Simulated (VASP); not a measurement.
Set up this calculation in VASP 6.6.1, as the native input.

```
Task                   : single point
Functional             : PBEsol
Potentials or basis    : VASP PAW PBE potentials, release 64 (B, As)
Cutoff                 : 520 eV
k mesh                 : 12 × 12 × 12
Occupations            : gaussian, width 0.05 eV
Spin                   : no spin polarisation
Dipole correction      : no
Further INCAR settings : ALGO = Normal; EDIFF = 1e-07; NBANDS = 11
```

The structure of BAs lies in POSCAR:

```
BAs
1.0
    0.0000000000      2.3517223938      2.3517223938
    2.3517223938      0.0000000000      2.3517223938
    2.3517223938      2.3517223938      0.0000000000
B As
1 1
Direct
    0.0000000000      0.0000000000      0.0000000000
    0.7500000000      0.7500000000      0.7500000000
```

This cell differs from its parent crystal: volume scaled by 0.960.

The input as run:

INCAR

```
SYSTEM = BAs
  PREC = Accurate
  ENCUT = 520
  EDIFF = 1E-7
  ISMEAR = 0
  SIGMA = 0.05
  LREAL = .FALSE.
  LASPH = .TRUE.
  NELM = 60
  ALGO = Normal
  ISIF = 2
  LWAVE = .FALSE.
  LCHARG = .FALSE.
  GGA = PS
  NBANDS = 11
```

KPOINTS

```
Automatic mesh
0
G
  12 12 12
  0 0 0
```

Potentials or basis: VASP PAW PBE potentials, release 64 (B, As).

Launch:

```bash
$ cat potpaw_PBE.64/B/POTCAR potpaw_PBE.64/As/POTCAR > POTCAR
$ mpirun -np 1 vasp_std > vasp.out
```

Results of the run:

The pressure is 7.3 GPa. The band gap on the k mesh is 1.03 eV, indirect (least direct gap 3.30 eV).

Caveat: the PAW data sets were made with another functional, which shifts forces and pressure a little.

Wall time 10 s on 1 thread of Intel(R) Xeon(R) 6975P-C (Granite Rapids), on a shared host, peak memory 0.16 GiB.
